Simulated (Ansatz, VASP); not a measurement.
## In2BiP in VASP and in Ansatz

The input INCAR:

```
SYSTEM = In2BiP
ALGO = Normal ; EDIFF = 1E-7
ENCUT = 520 ; GGA = PE
ISIF = 2 ; ISMEAR = -1
LASPH = .True. ; LCHARG = .False.
LREAL = .False. ; LWAVE = .False.
NBANDS = 31 ; NELM = 100
PREC = Accurate ; SIGMA = 0.02
```

KPOINTS

```
k-points
0
Gamma
  6 6 4
  0 0 0
```

POSCAR

```
In2BiP
1.0
    4.4589491132      0.0000000000      0.0000000000
    0.0000000000      4.4589491132      0.0000000000
    0.0000000000      0.0000000000      6.3674688580
P In Bi
1 2 1
Direct
    0.0000000000      0.0000000000      0.0000000000
    0.0000000000      0.5000000000      0.7814219079
    0.5000000000      0.0000000000      0.2185780921
    0.5000000000      0.5000000000      0.5000000000
```

Input for Ansatz:

```yaml
crystal:
  lattice:
    - [4.4589491132, 0.0, 0.0]
    - [0.0, 4.4589491132, 0.0]
    - [0.0, 0.0, 6.367468858]
  atoms:
    - { symbol: P, position: [0.0, 0.0, 0.0] }
    - { symbol: In, position: [0.0, 0.5, 0.7814219079] }
    - { symbol: Bi, position: [0.5, 0.5, 0.5] }
    - { symbol: In, position: [0.5, 0.0, 0.2185780921] }
kpoints:
  mp_grid: { grid: [6, 6, 4] }
  band_path:
    path:
      - [[0.0, 0.0, 0.0], [-2.322968109177e-118, 0.5, -7.135264687158e-68], [0.5, 0.5, 1.862768788167e-33], [0.0, 0.0, 0.0], [1.482261634538e-50, 4.902288154353e-84, 0.5], [1.482261634538e-50, 0.5, 0.5], [0.5, 0.5, 0.5], [1.482261634538e-50, 4.902288154353e-84, 0.5]]
      - [[-2.322968109177e-118, 0.5, -7.135264687158e-68], [1.482261634538e-50, 0.5, 0.5]]
      - [[0.5, 0.5, 1.862768788167e-33], [0.5, 0.5, 0.5]]
    npoints: 10
hamiltonian:
  xc: pbe
scf:
  occupations: { method: fermi_dirac, width: 0.02 }
  n_extra_bands: 5
output:
  forces: true
  stress: true
  eigenvalues: true
```

Alike in both runs: task single point; functional PBE; k mesh 6 × 6 × 4; occupations fermi-dirac, width 0.02 eV; no spin polarisation.

|  | VASP | Ansatz |
| --- | --- | --- |
| version | VASP 6.6.1 | Ansatz 0.2.0 |
| potentials or method | VASP PAW PBE potentials, release 64 (P, In_d, Bi_d) | plane waves, PAW |
| plane-wave cutoff (eV) | 520 | 420 |
| valence electrons in the cell | 46 | 46 |

Ansatz gave:

```
pressure (GPa)                     : 1.6
rms of the force components (eV/Å) : 0.028
```

Q: What did VASP give for the same quantities?

A: Pressure (GPa): 1.5; rms of the force components (eV/Å): 0.027.

Spin-orbit coupling is off throughout.
